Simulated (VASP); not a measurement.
Crystal: NiRh.

```
CELL_PARAMETERS angstrom
1.33990 0.77359 4.19235
-1.33990 0.77359 4.19235
0.00000 -1.54719 4.19235
ATOMIC_POSITIONS crystal
Ni 0.00000 0.00000 0.00000
Rh 0.50000 0.50000 0.50000
```

Base run:

```yaml
Program: VASP 6.6.1
Functional: PBEsol
Potentials_or_basis: VASP PAW PBE potentials, release 64 (Ni, Rh_pv)
Cutoff: 520 eV
k_mesh: 15 × 15 × 15
Occupations: fermi-dirac, width 0.05 eV
Spin: no spin polarisation
```

Its results: pressure -15.8 GPa.

Question: The run is repeated on the same cell with these changes: spin from no spin polarisation to collinear spin, ferromagnetic start; further incar settings from ALGO = Normal; EDIFF = 1e-06; NBANDS = 20 to ALGO = Normal; EDIFF = 1e-07; NBANDS = 24. What comes out?

Answer: Pressure -13.9 GPa; net moment 1.21 μB per cell; site moments Ni +0.76; Rh +0.47 μB.

Caveats: the cell stands under tension; the PAW data sets were made with another functional, which shifts forces and pressure a little.
